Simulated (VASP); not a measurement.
Wanted: the native input for a VASP 6.6.1 run.

- Task: relaxation of cell and atoms
- Functional: PBE
- Potentials or basis: VASP PAW PBE potentials, release 64 (Pb_d, Te)
- Cutoff: 600 eV
- k mesh: 5 × 5 × 5
- Occupations: fermi-dirac, width 0.05 eV
- Spin: non-collinear spin, zero start, spin-orbit coupling
- Starting moments: [[0.0, 0.0, 0.0], [0.0, 0.0, 0.0]] μB
- Dipole correction: no
- Further INCAR settings: ALGO = Normal; EDIFF = 1e-07; IBRION = 2; EDIFFG = -0.01; NSW = 80; ISIF = 3

The structure of TePb lies in POSCAR:

```
TePb
1.0
    0.0000000000      3.2310000000      3.2310000000
    3.2310000000      0.0000000000      3.2310000000
    3.2310000000      3.2310000000      0.0000000000
Pb Te
1 1
Direct
    0.0000000000      0.0000000000      0.0000000000
    0.5000000000      0.5000000000      0.5000000000
```

One way to write it, as run:

INCAR

```
SYSTEM = TePb
ALGO = Normal
EDIFF = 1E-7
EDIFFG = -0.01
ENCUT = 600
GGA = PE
GGA_COMPAT = .FALSE.
IBRION = 2
ISIF = 3
ISMEAR = -1
LASPH = .TRUE.
LCHARG = .FALSE.
LORBIT = 11
LORBMOM = .TRUE.
LREAL = .FALSE.
LSORBIT = .TRUE.
LWAVE = .FALSE.
MAGMOM = 0 0 0 0 0 0
NELM = 150
NSW = 80
PREC = Accurate
SIGMA = 0.05
```

KPOINTS

```
k-points
0
G
  5 5 5
  0 0 0
```

Potentials or basis: VASP PAW PBE potentials, release 64 (Pb_d, Te).

Command:

```sh
$ cat potpaw_PBE.64/Pb_d/POTCAR potpaw_PBE.64/Te/POTCAR > POTCAR
$ mpirun -np 1 vasp_ncl > vasp.out
```

It gave:

| Quantity | Value |
| --- | --- |
| Relaxed volume | 35.39 Å³/atom |
| Relaxed cell | a = 4.643 Å, b = 4.643 Å, c = 4.643 Å, α = 60.00°, β = 60.00°, γ = 60.00° |
| Space group after relaxing (to 0.05 Å) | Fm-3m (No. 225) |
| Energy gained by relaxing | 10.0 meV/atom |
| Ionic steps | 3 |
| Pressure after relaxing | 0.0 GPa |
| Net moment | 0.00 μB per cell |
| Valence electrons inside the program's atomic spheres | Pb 11.86; Te 3.37 |

Wall time 6.8 min on 1 thread of Intel Xeon 8259CL, on a shared host, peak memory 0.5 GiB.
